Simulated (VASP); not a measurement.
Write the native input for VASP 6.6.1 that does the following.

* Task: single point
* Functional: PBE
* Dispersion: D3(BJ)
* Potentials or basis: VASP PAW PBE potentials, release 64 (O)
* Cutoff: 520 eV
* k mesh: 14 × 14 × 14
* Occupations: gaussian, width 0.15 eV
* Spin: no spin polarisation
* Dipole correction: no
* Further INCAR settings: ALGO = Normal; EDIFF = 1e-06; NBANDS = 13

The structure of O lies in POSCAR:

```
O
1.0
    0.0000000000      1.7007220374      4.0792735047
    1.6890173498      0.0000000000      4.0792735047
    1.6890173498      1.7007220374      0.0000000000
O
2
Direct
    0.1963197829     -0.0314072758      0.9391465361
    0.8036802171      1.0314072758      0.0608534639
```

This cell differs from its parent crystal: atoms moved at random.

The input as run:

INCAR

```
ALGO = Normal
EDIFF = 1E-6
ENCUT = 520
GGA = PE
ISIF = 2
ISMEAR = 0
IVDW = 12
LASPH = T
LCHARG = F
LREAL = F
LWAVE = F
NBANDS = 13
NELM = 100
PREC = Accurate
SIGMA = 0.15
```

KPOINTS

```
k-points
0
Gamma
  14 14 14
```

Potentials or basis: VASP PAW PBE potentials, release 64 (O).

Command:

```sh
$ cat potpaw_PBE.64/O/POTCAR > POTCAR
$ mpirun -np 1 vasp_std > vasp.out
```

It gave:

- Pressure: -17.4 GPa
- Largest force: 7.016 eV/Å
- Band gap on the k mesh: zero (band 6 reaches -0.54 eV, above the bottom of band 7 at -1.48 eV)
- Dispersion energy per atom: -0.071 eV

Caveat: the cell differs from its parent crystal (atoms moved at random); pairwise dispersion overbinds metals, which lowers pressure and volume; forces of over 1 eV/Å act on the atoms, so gaps and moduli don't describe the material at rest.

It took 5.3 min on 1 thread of Intel(R) Xeon(R) Platinum 8259CL CPU @ 2.50GHz (Skylake/Cascade Lake), with other jobs on the host, peak memory 0.42 GiB.
